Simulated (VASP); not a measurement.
# SnSe in VASP: further runs

The runs below take SnSe through single point, with LDA.

All numbers are computed with VASP 6.6.1; they aren't measurements. Logs are shortened: lines on timing, memory, paths and dates and some standing lists are left out, and cuts for length are marked.

### 1 The cell of the first run

The cell holds a slab with vacuum, 8 atoms: a = 4.190 Å, b = 4.190 Å, c = 21.959 Å, α = 90.00°, β = 90.00°, γ = 90.00°.

### 2 Single point, LDA (atoms displaced along a vibrational mode)

INCAR reads:

```
ALGO = Normal ; EDIFF = 1E-6
ENCUT = 520 ; GGA = CA
ISIF = 2 ; ISMEAR = 0
LASPH = T ; LCHARG = F
LREAL = F ; LWAVE = F
NBANDS = 50 ; NELM = 60
PREC = Accurate ; SIGMA = 0.05
```

KPOINTS reads:

```
k-points
0
Gamma
  6 6 2
```

POSCAR reads:

```
SnSe
1.0
    4.1898989384      0.0000000000      0.0000000000
    0.0000000000      4.1898989384      0.0000000000
    0.0000000000      0.0000000000     21.9592458066
Sn Se
4 4
Direct
    0.5000000000      0.0000000000      0.2050202838
    0.5000000000      0.0000000000      0.6731430506
    0.0000000000      0.5000000000      0.3268569494
    0.0000000000      0.5000000000      0.7949797162
    0.5000000000      0.0000000000      0.3268266445
    0.5000000000      0.0000000000      0.7949515703
    0.0000000000      0.5000000000      0.2050484297
    0.0000000000      0.5000000000      0.6731733555
```

Potentials or basis: VASP PAW LDA potentials, release 64 (Sn_d, Se).

Started as:

```sh
$ cat potpaw_LDA.64/Sn_d/POTCAR potpaw_LDA.64/Se/POTCAR > POTCAR
$ mpirun -np 1 vasp_std > vasp.out
```

OUTCAR:

```text
EDIFF = 1E-6
   ENCUT = 520
   GGA = CA
   ISIF = 2
   ISMEAR = 0
   LASPH = T
   LREAL = F
   NELM = 60
   PREC = Accurate

 ion  position               nearest neighbor table
   1  0.500  0.000  0.205-   5 2.67   7 2.96   7 2.96   7 2.96   7 2.96
   2  0.500  0.000  0.673-   6 2.67   8 2.96   8 2.96   8 2.96   8 2.96
   3  0.000  0.500  0.327-   7 2.67   5 2.96   5 2.96   5 2.96   5 2.96
   4  0.000  0.500  0.795-   8 2.67   6 2.96   6 2.96   6 2.96   6 2.96
   5  0.500  0.000  0.327-   1 2.67   3 2.96   3 2.96   3 2.96   3 2.96
   6  0.500  0.000  0.795-   2 2.67   4 2.96   4 2.96   4 2.96   4 2.96
   7  0.000  0.500  0.205-   3 2.67   1 2.96   1 2.96   1 2.96   1 2.96
   8  0.000  0.500  0.673-   4 2.67   2 2.96   2 2.96   2 2.96   2 2.96

  LATTYP: Found a simple tetragonal cell.
 ALAT       =     4.1898989384
 C/A-ratio  =     5.2409965322

  Lattice vectors:

 A1 = (   4.1898989384,   0.0000000000,   0.0000000000)
 A2 = (   0.0000000000,   4.1898989384,   0.0000000000)
 A3 = (   0.0000000000,   0.0000000000,  21.9592458066)

Analysis of symmetry for initial positions (statically):
=====================================================================
 Subroutine PRICEL returns:
 Original cell was already a primitive cell.

 Routine SETGRP: Setting up the symmetry group for a
 simple tetragonal supercell.

 Subroutine GETGRP returns: Found 16 space group operations
 (whereof  8 operations were pure point group operations)
 out of a pool of 16 trial point group operations.

The static configuration has the point symmetry D_2d.
 The point group associated with its full space group is D_4h.

Analysis of symmetry for dynamics (positions and initial velocities):
=====================================================================
 Subroutine PRICEL returns:
 Original cell was already a primitive cell.

 Routine SETGRP: Setting up the symmetry group for a
 simple tetragonal supercell.

 Subroutine GETGRP returns: Found 16 space group operations
 (whereof  8 operations were pure point group operations)
 out of a pool of 16 trial point group operations.

The dynamic configuration has the point symmetry D_2d.
 The point group associated with its full space group is D_4h.

 Subroutine INISYM returns: Found 16 space group operations
 (whereof  8 operations are pure point group operations),
 and found     1 'primitive' translations

----------------------------------------------------------------------------------------

                                     Primitive cell

  volume of cell :     385.5001

  direct lattice vectors                    reciprocal lattice vectors
     4.189898938  0.000000000  0.000000000     0.238669241  0.000000000  0.000000000
     0.000000000  4.189898938  0.000000000     0.000000000  0.238669241  0.000000000
     0.000000000  0.000000000 21.959245807     0.000000000  0.000000000  0.045538905

  length of vectors
     4.189898938  4.189898938 21.959245807     0.238669241  0.238669241  0.045538905

  position of ions in fractional coordinates (direct lattice)
     0.500000000  0.000000000  0.205020284
     0.500000000  0.000000000  0.673143051
     0.000000000  0.500000000  0.326856949
     0.000000000  0.500000000  0.794979716
     0.500000000  0.000000000  0.326826645
     0.500000000  0.000000000  0.794951570
     0.000000000  0.500000000  0.205048430
     0.000000000  0.500000000  0.673173355

  ion indices of the primitive-cell ions
   primitive index   ion index
                 1           1
                 2           2
                 3           3
                 4           4
                 5           5
                 6           6
                 7           7
                 8           8

----------------------------------------------------------------------------------------

 KPOINTS: k-points

Automatic generation of k-mesh.
 Grid dimensions read from file:
 generate k-points for:    6    6    2

 Generating k-lattice:

  Cartesian coordinates                     Fractional coordinates (reciprocal lattice)
     0.039778207  0.000000000  0.000000000     0.166666667  0.000000000  0.000000000
     0.000000000  0.039778207  0.000000000     0.000000000  0.166666667  0.000000000
     0.000000000  0.000000000  0.022769452     0.000000000  0.000000000  0.500000000

  Length of vectors
     0.039778207  0.039778207  0.022769452

  Shift w.r.t. Gamma in fractional coordinates (k-lattice)
     0.000000000  0.000000000  0.000000000

 Subroutine IBZKPT returns following result:
 ===========================================

 Found     20 irreducible k-points:

 Following reciprocal coordinates:
            Coordinates               Weight
  0.000000  0.000000  0.000000      1.000000
  0.166667  0.000000  0.000000      4.000000
  0.333333  0.000000  0.000000      4.000000
  0.500000  0.000000  0.000000      2.000000
  0.166667  0.166667  0.000000      4.000000
  0.333333  0.166667  0.000000      8.000000
[... 12 lines left out ...]
  0.500000  0.333333  0.500000      4.000000
  0.500000  0.500000  0.500000      1.000000
   k-points           NKPTS =     20   k-points in BZ     NKDIM =     20   number of bands    NBANDS=     50
   number of dos      NEDOS =    301   number of ions     NIONS =      8
   total plane-waves  NPLWV = 172032
   dimension x,y,z NGX =    32 NGY =   32 NGZ =  168
   dimension x,y,z NGXF=    64 NGYF=   64 NGZF=  336
   ions per type =               4   4
   NGX,Y,Z   is equivalent  to a cutoff of  12.70, 12.70, 12.72 a.u.
   NGXF,Y,Z  is equivalent  to a cutoff of  25.39, 25.39, 25.44 a.u.
 SYSTEM =  unknown system
   PREC   = accura    normal or accurate (medium, high low for compatibility)
   ISTART =      0    job   : 0-new  1-cont  2-samecut
   ICHARG =      2    charge: 1-file 2-atom 10-const
   ISPIN  =      1    spin polarized calculation?
   LNONCOLLINEAR =      F non collinear calculations
   LSORBIT =      F    spin-orbit coupling
   LASPH  =      T    aspherical Exc in radial PAW
   ENCUT  =  520.0 eV  38.22 Ry    6.18 a.u.   7.79  7.79 40.83*2*pi/ulx,y,z
   NELM   =     60;   NELMIN=  2; NELMDL= -5     # of ELM steps
   EDIFF  = 0.1E-05   stopping-criterion for ELM
   LREAL  =      F    real-space projection
   EDIFFG = 0.1E-04   stopping-criterion for IOM
   NSW    =      0    number of steps for IOM
   IBRION =     -1    ionic relax: 0-MD 1-quasi-New 2-CG
   NFREE  =      0    steps in history (QN), initial steepest desc. (CG)
   ISIF   =      2    stress and relaxation
   ISYM   =      2    0-nonsym 1-usesym 2-fastsym
   POTIM  = 0.5000    time-step for ionic-motion
   TEBEG  =    0.0;   TEEND  =   0.0 temperature during run
   PSTRESS=    0.0 pullay stress
   NELECT =      80.0000    total number of electrons
   NUPDOWN=      -1.0000    fix difference up-down
   EMIN   =  10.00;   EMAX   =-10.00  energy-range for DOS
   EFERMI =   0.00;   METHOD = LEGACY
   ISMEAR =     0;   SIGMA  =   0.05  broadening in eV -4-tet -1-fermi 0-gaus
   EFERMI_NEDOS =   21; number of points for ismear=-14 and -15
   IALGO  =     38    algorithm
   IMIX   =      4    mixing-type and parameters
     AMIX     =   0.40;   BMIX     =  1.00
     AMIX_MAG =   1.60;   BMIX_MAG =  1.00
  volume/ion in A,a.u.               =      48.19       325.19
  Fermi-wavevector in a.u.,A,eV,Ry     =   0.969237  1.831592 12.781590  0.939420
  Thomas-Fermi vector in A             =   2.099273
   LORBIT       =      0    0 simple, 1 ext, 2 COOP (PROOUT), +10 PAW based schemes
   GGA     = CA    functional components
   LHFCALC =     F    Hartree Fock is set to
   AEXX    =    0.0000 exact exchange contribution
   IVDW    =     0    specifies the selected vdW correction
   LEPSILON=     F    determine dielectric tensor
   LRPA    =     F    only Hartree local field effects (RPA)
 non-spin polarized calculation
 Gauss-broadening in eV      SIGMA  =   0.05
  energy-cutoff  :      520.00
  volume of cell :      385.50
 maximum number of plane-waves:     10410
 NGX is ok and might be reduce to    32
   NGX = 15   NGY = 15   NGZ = 81

 number of electron      79.9999962 magnetization

 Free energy of the ion-electron system (eV)
  ---------------------------------------------------
  ext. energy  EPLUGINS =         0.00000000
  ---------------------------------------------------
  free energy    TOTEN  =       -36.98626873 eV

  energy without entropy =      -36.98626873  energy(sigma->0) =      -36.98626873

 E-fermi :   1.0664     XC(G=0):  -6.3419

 val. band max:        0.8284811983   @ k =   0.3333   0.0000   0.0000
 cond. band min:       2.2715947167   @ k =   0.3333   0.1667   0.0000
 fundamental gap:      1.4431135184
 Fermi energy:         1.0663880176

 k-point     1 :       0.0000    0.0000    0.0000
  band No.  band energies     occupation
      1     -20.2612      2.00000
      2     -20.2612      2.00000
      3     -20.2367      2.00000
      4     -20.2367      2.00000
      5     -20.2329      2.00000
      6     -20.2329      2.00000
[... 42 lines left out ...]
     49       5.5507      0.00000
     50       5.6296      0.00000

 k-point     2 :       0.1667    0.0000    0.0000
  band No.  band energies     occupation
      1     -20.2563      2.00000
      2     -20.2563      2.00000
      3     -20.2353      2.00000
      4     -20.2353      2.00000
      5     -20.2330      2.00000
      6     -20.2330      2.00000
[... 42 lines left out ...]
     49       4.8319      0.00000
     50       5.5977      0.00000

 k-point     3 :       0.3333    0.0000    0.0000
  band No.  band energies     occupation
      1     -20.2458      2.00000
      2     -20.2458      2.00000
      3     -20.2396      2.00000
      4     -20.2396      2.00000
      5     -20.2352      2.00000
      6     -20.2352      2.00000
[... 42 lines left out ...]
     49       3.9374      0.00000
     50       3.9375      0.00000

 k-point     4 :       0.5000    0.0000    0.0000
  band No.  band energies     occupation
      1     -20.2404      2.00000
      2     -20.2404      2.00000
      3     -20.2403      2.00000
      4     -20.2403      2.00000
      5     -20.2357      2.00000
      6     -20.2357      2.00000
[... 787 lines left out ...]
 k-point    19 :       0.5000    0.3333    0.5000
  band No.  band energies     occupation
      1     -20.2619      2.00000
      2     -20.2619      2.00000
      3     -20.2619      2.00000
      4     -20.2619      2.00000
      5     -20.2195      2.00000
      6     -20.2195      2.00000
[... 42 lines left out ...]
     49       5.8088      0.00000
     50       5.8132      0.00000

 k-point    20 :       0.5000    0.5000    0.5000
  band No.  band energies     occupation
      1     -20.2674      2.00000
      2     -20.2674      2.00000
      3     -20.2674      2.00000
      4     -20.2674      2.00000
      5     -20.2168      2.00000
      6     -20.2168      2.00000
[... 42 lines left out ...]
     49       6.2278      0.00000
     50       6.2411      0.00000

------------------------ aborting loop because EDIFF is reached ----------------------------------------

  FORCE on cell =-STRESS in cart. coord.  units (eV):
  Direction    XX          YY          ZZ          XY          YZ          ZX
  --------------------------------------------------------------------------------------
  -------------------------------------------------------------------------------------
  Total        0.1548520      0.1548520      0.2102334      0.0000000      0.0000000      0.0000000
  in kB        0.6435803      0.6435803      0.8737513      0.0000000      0.0000000      0.0000000
  external PRESSURE =       0.7203040 kB  Pullay stress =       0.0000000 kB

 VOLUME and BASIS-vectors are now :
 -----------------------------------------------------------------------------
  energy-cutoff  :      520.00
  volume of cell :      385.50
      direct lattice vectors                 reciprocal lattice vectors
     4.189898938  0.000000000  0.000000000     0.238669241  0.000000000  0.000000000
     0.000000000  4.189898938  0.000000000     0.000000000  0.238669241  0.000000000
     0.000000000  0.000000000 21.959245807     0.000000000  0.000000000  0.045538905

 POSITION                                       TOTAL-FORCE (eV/Angst)
 -----------------------------------------------------------------------------------
      2.09495      0.00000      4.50209         0.000000     -0.000000     -0.026320
      2.09495      0.00000     14.78171         0.000000      0.000000     -0.025473
      0.00000      2.09495      7.17753        -0.000000     -0.000000      0.025473
      0.00000      2.09495     17.45715        -0.000000      0.000000      0.026320
      2.09495      0.00000      7.17687        -0.000000      0.000000      0.024338
      2.09495      0.00000     17.45654         0.000000      0.000000      0.023399
      0.00000      2.09495      4.50271        -0.000000      0.000000     -0.023399
      0.00000      2.09495     14.78238        -0.000000     -0.000000     -0.024338
 -----------------------------------------------------------------------------------
    total drift:                                0.000000      0.000000      0.000000

  FREE ENERGIE OF THE ION-ELECTRON SYSTEM (eV)
  ---------------------------------------------------
  free  energy   TOTEN  =       -36.9862687270 eV

  energy  without entropy=      -36.9862687269  energy(sigma->0) =      -36.98626873
```

It took 13 min on 1 thread of Oxide Virtual Turin-like, shared host; peak memory 0.47 GiB.

Results:

| Property | Result |
| --- | --- |
| Free energy | -36.9863 eV |
| Largest force | 0.026 eV/Å |
| Band gap on the k mesh | 1.44 eV (least direct gap 1.50 eV) |

Forces on the atoms (eV/Å):
```
Sn   0.000  0.000 -0.026
Sn   0.000  0.000 -0.025
Sn   0.000  0.000  0.025
Sn   0.000  0.000  0.026
Se   0.000  0.000  0.024
Se   0.000  0.000  0.023
Se   0.000  0.000 -0.023
Se   0.000  0.000 -0.024
```

Caveat: the cell differs from its parent crystal (atoms displaced along a vibrational mode); there is no dipole correction, which matters where the two faces differ; spin-orbit coupling is left out, which moves the levels of the heavy elements.

### 3 Single point, LDA (atoms displaced along a vibrational mode)

INCAR reads:

```
PREC = Accurate
ENCUT = 520
EDIFF = 1E-7
ISMEAR = 0
SIGMA = 0.05
LREAL = False
LASPH = True
NELM = 60
ALGO = Normal
ISIF = 2
LWAVE = False
LCHARG = False
NBANDS = 50
```

KPOINTS reads:

```
regular mesh
0
Gamma
  6 6 2
```

POSCAR reads:

```
SnSe
1.0
    4.1898989384      0.0000000000      0.0000000000
    0.0000000000      4.1898989384      0.0000000000
    0.0000000000      0.0000000000     21.9592458066
Sn Se
4 4
Direct
    0.5000000000      0.0000000000      0.2004663934
    0.5000000000      0.0000000000      0.6776969410
    0.0000000000      0.5000000000      0.3223030590
    0.0000000000      0.5000000000      0.7995336066
    0.5000000000      0.0000000000      0.3222730624
    0.5000000000      0.0000000000      0.7995051524
    0.0000000000      0.5000000000      0.2004948476
    0.0000000000      0.5000000000      0.6777269376
```

Potentials or basis: VASP PAW LDA potentials, release 64 (Sn_d, Se).

Started as:

```sh
$ cat potpaw_LDA.64/Sn_d/POTCAR potpaw_LDA.64/Se/POTCAR > POTCAR
$ mpirun -np 1 vasp_std > vasp.out
```

Wall time 14 min (1 thread of Oxide Virtual Turin-like, shared host); peak memory 0.47 GiB.

It converged, with:

```
Free energy            : -36.9862 eV
Largest force          : 0.027 eV/Å
Band gap on the k mesh : 1.44 eV (least direct gap 1.50 eV)
```

Forces in eV/Å, atoms in the order of the input:
```
Sn   0.000  0.000 -0.025
Sn   0.000  0.000 -0.027
Sn   0.000  0.000  0.027
Sn   0.000  0.000  0.025
Se   0.000  0.000  0.024
Se   0.000  0.000  0.024
Se   0.000  0.000 -0.024
Se   0.000  0.000 -0.024
```

Levels at points of the mesh, in eV from the valence-band top:
```
           k point  band 37  band 38  band 39  band 40  band 41  band 42  band 43  band 44
(0.00, 0.00, 0.00)    -1.98    -1.98    -0.57    -0.56     1.46     1.61     3.56     3.56
(0.50, 0.00, 0.00)    -0.10    -0.10    -0.10    -0.10     1.49     1.49     1.49     1.49
(0.50, 0.50, 0.00)    -1.83    -1.83    -1.83    -1.83     3.54     3.54     3.57     3.57
(0.00, 0.00, 0.50)    -1.98    -1.98    -0.57    -0.56     1.50     1.56     3.56     3.56
(0.50, 0.00, 0.50)    -0.10    -0.10    -0.10    -0.10     1.49     1.49     1.49     1.49
(0.50, 0.50, 0.50)    -1.83    -1.83    -1.83    -1.83     3.54     3.54     3.56     3.56
```

Caveat: the cell differs from its parent crystal (atoms displaced along a vibrational mode); there is no dipole correction, which matters where the two faces differ; spin-orbit coupling is left out, which moves the levels of the heavy elements.
